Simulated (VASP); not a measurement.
Here is a VASP 6.6.1 calculation.

The input INCAR:

```
SYSTEM = Al7N8
  PREC = Accurate
  ENCUT = 520
  EDIFF = 1E-7
  ISMEAR = 0
  SIGMA = 0.05
  LREAL = Auto
  LASPH = .TRUE.
  NELM = 80
  ALGO = Normal
  ISIF = 2
  LWAVE = .FALSE.
  LCHARG = .TRUE.
  GGA = PE
  LELF = .TRUE.
  LVHAR = .TRUE.
  NBANDS = 44
```

Contents of KPOINTS:

```
regular mesh
0
G
  4 4 4
  0 0 0
```

The input POSCAR:

```
Al7N8
1.0
   -4.4031742003      0.0000000000      4.4031742003
   -4.4031742003     -4.4031742003      0.0000000000
    0.0000000000     -4.4031742003      4.4031742003
Al N
7 8
Direct
    0.0037599103     -0.0037599103      0.5037599103
    0.0037599103      0.5037599103     -0.0037599103
    0.0037599103     -0.0037599103     -0.0037599103
    0.4962400897      0.5037599103      0.5037599103
    0.4962400897     -0.0037599103      0.5037599103
    0.4962400897      0.5037599103     -0.0037599103
    0.5000000000      0.0000000000      0.0000000000
    0.4112628216      0.3629123928      0.3629123928
    0.3750287674      0.8750287674      0.3749136977
    0.3750287674      0.3749136977      0.8750287674
    0.3750287674      0.8750287674      0.8750287674
    0.8629123928      0.3629123928      0.3629123928
    0.8629123928      0.9112628216      0.3629123928
    0.8629123928      0.3629123928      0.9112628216
    0.8749136977      0.8750287674      0.8750287674
```

Potentials or basis: VASP PAW PBE potentials, release 64 (Al, N).

The run is started by

```console
$ cat potpaw_PBE.64/Al/POTCAR potpaw_PBE.64/N/POTCAR > POTCAR
$ mpirun -np 1 vasp_std > vasp.out
```

What does it give for the largest force?

0.014 eV/Å.

Predict the pressure.

2.3 GPa.

Forces on the atoms (eV/Å):
```
Al   0.000  0.000 -0.003
Al   0.003  0.000  0.000
Al   0.000 -0.003  0.000
Al   0.000  0.003  0.000
Al  -0.003  0.000  0.000
Al   0.000  0.000  0.003
Al   0.000  0.000  0.000
N    0.000  0.000  0.000
N    0.008 -0.008  0.008
N   -0.008 -0.008 -0.008
N    0.008  0.008 -0.008
N    0.000  0.000  0.000
N    0.000  0.000  0.000
N    0.000  0.000  0.000
N   -0.008  0.008  0.008
```
